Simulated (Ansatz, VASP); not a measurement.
## One calculation of BAs, two programs

The input INCAR:

```
SYSTEM = BAs
PREC = Accurate
ENCUT = 520
EDIFF = 1E-6
ISMEAR = -1
SIGMA = 0.02
LREAL = .False.
LASPH = .True.
NELM = 100
ALGO = Normal
ISIF = 2
LWAVE = .False.
LCHARG = .False.
GGA = PE
NBANDS = 11
```

Contents of KPOINTS:

```
regular mesh
0
Gamma
  10 10 10
  0 0 0
```

Contents of POSCAR:

```
BAs
1.0
    0.0000000000      2.3799082694      2.3799082694
    2.3799082694      0.0000000000      2.3799082694
    2.3799082694      2.3799082694      0.0000000000
B As
1 1
Direct
    0.0000000000      0.0000000000      0.0000000000
    0.2500000000      0.2500000000      0.2500000000
```

Input for Ansatz:

```yaml
crystal:
  lattice:
    - [0.0, 2.3799082694, 2.3799082694]
    - [2.3799082694, 0.0, 2.3799082694]
    - [2.3799082694, 2.3799082694, 0.0]
  atoms:
    - { symbol: B, position: [0.0, 0.0, 0.0] }
    - { symbol: As, position: [0.25, 0.25, 0.25] }
kpoints:
  mp_grid: { grid: [10, 10, 10] }
  band_path:
    path:
      - [0.0, 0.0, 0.0]
      - [-0.5, -0.5, 0.0]
      - [-0.375, -0.375, 0.25]
      - [-0.375, 0.0, 0.375]
      - [0.0, 0.0, 0.5]
      - [-0.5, -0.25, 0.25]
      - [0.0, 0.398437, 0.398438]
    npoints: 1
hamiltonian:
  xc: pbe
scf:
  occupations: { method: fermi_dirac, width: 0.02 }
  n_extra_bands: 4
output:
  forces: true
  stress: true
  eigenvalues: true
```

Change from the starting cell: hydrostatic strain -0.5%.

Alike in both runs: task single point; functional PBE; k mesh 10 × 10 × 10; occupations fermi-dirac, width 0.02 eV; no spin polarisation.

```csv
,VASP,Ansatz
version,VASP 6.6.1,Ansatz 0.2.0
potentials or method,"VASP PAW PBE potentials, release 64 (B, As)","plane waves, PAW"
plane-wave cutoff (eV),520,420
valence electrons in the cell,8,18
```

```tsv
	VASP	Ansatz	Ansatz less VASP
gap on the k mesh at the Fermi level (eV)	1.16	1.17	+0.009
pressure (GPa)	5.0	4.3	-0.69
```

VASP's potentials hold 8 valence electrons a cell and Ansatz's 18, so a difference there can come from the potentials and not from the codes.
